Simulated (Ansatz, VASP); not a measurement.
# NaH: VASP beside Ansatz

```
Na H
1.0
     4.05143    0.00000    0.00000
    -2.02571    3.50864    0.00000
     0.00000    0.00000    4.97206
Na H
2 2
Cartesian
  0.0000 2.3391 1.2430
  2.0257 1.1695 3.7290
  2.0257 1.1695 1.2430
  0.0000 2.3391 3.7290
```

Alike in both runs: task single point; functional PBE; k mesh 6 × 6 × 4; no spin polarisation.

```csv
,VASP,Ansatz
version,VASP 6.6.1,Ansatz 0.2.0
potentials or method,"VASP PAW PBE potentials, release 64 (Na_pv, H)","plane waves, PAW"
plane-wave cutoff (eV),520,420
occupations,"gaussian, width 0.01 eV",fixed
valence electrons in the cell,16,20
```

```csv
,VASP,Ansatz,Ansatz less VASP
gap on the k mesh at the Fermi level (eV),3.33,3.33,-0.001
pressure (GPa),-1.0,-1.0,+0.04
```

VASP's potentials hold 16 valence electrons a cell and Ansatz's 20, so a difference there can come from the potentials and not from the codes.
